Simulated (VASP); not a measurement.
## CrRu: single point with LDA

Crystal: CrRu.

```
Cr Ru
1.0
     2.62775    0.00000    0.00000
    -1.31387    2.27570    0.00000
     0.00000    0.00000    4.16101
Cr Ru
1 1
Direct
  0.66667 0.33333 0.00000
  0.33333 0.66667 0.50000
```

```
Program             : VASP 6.6.1
Task                : single point
Functional          : LDA
Potentials or basis : VASP PAW LDA potentials, release 64 (Cr_pv, Ru_pv)
Cutoff              : 520 eV
k mesh              : 12 × 12 × 7
Occupations         : fermi-dirac, width 0.1 eV
Spin                : collinear spin, ferromagnetic start
Starting moments    : [3.9, 0.0] μB
```

```json
{"Pressure": "-5.9 GPa", "Band gap on the k mesh": "zero (filled and empty bands overlap)", "Net moment": "0.00 μB per cell", "Valence electrons inside the program's atomic spheres": "Cr 10.99; Ru 12.83"}
```

Stress tensor (GPa, compression positive):
```
-4.97  0.00  0.00
 0.00 -4.97  0.00
 0.00  0.00 -7.85
```

Levels at points of the mesh, in eV from the Fermi level:
Spin up:
```csv
k point,band 9,band 10,band 11,band 12,band 13,band 14,band 15,band 16,band 17,band 18
"(0.00, 0.00, 0.00)",-2.19,-2.19,-0.97,-0.33,-0.33,-0.15,-0.15,1.44,1.97,1.97
"(0.50, 0.00, 0.00)",-3.89,-1.86,-1.34,-0.80,-0.22,2.17,2.51,2.55,4.27,5.71
```
Spin down:
```tsv
k point	band 10	band 11	band 12	band 13	band 14	band 15	band 16	band 17
(0.00, 0.00, 0.00)	-2.19	-0.97	-0.33	-0.33	-0.15	-0.15	1.44	1.97
(0.50, 0.00, 0.00)	-1.86	-1.34	-0.80	-0.22	2.17	2.51	2.55	4.27
```

Run time: 36 s on 1 thread of Intel(R) Xeon(R) 6975P-C (Granite Rapids), on a shared host, peak memory 0.18 GiB.

Caveat: the starting moments collapsed, and a magnetic state may lie lower.
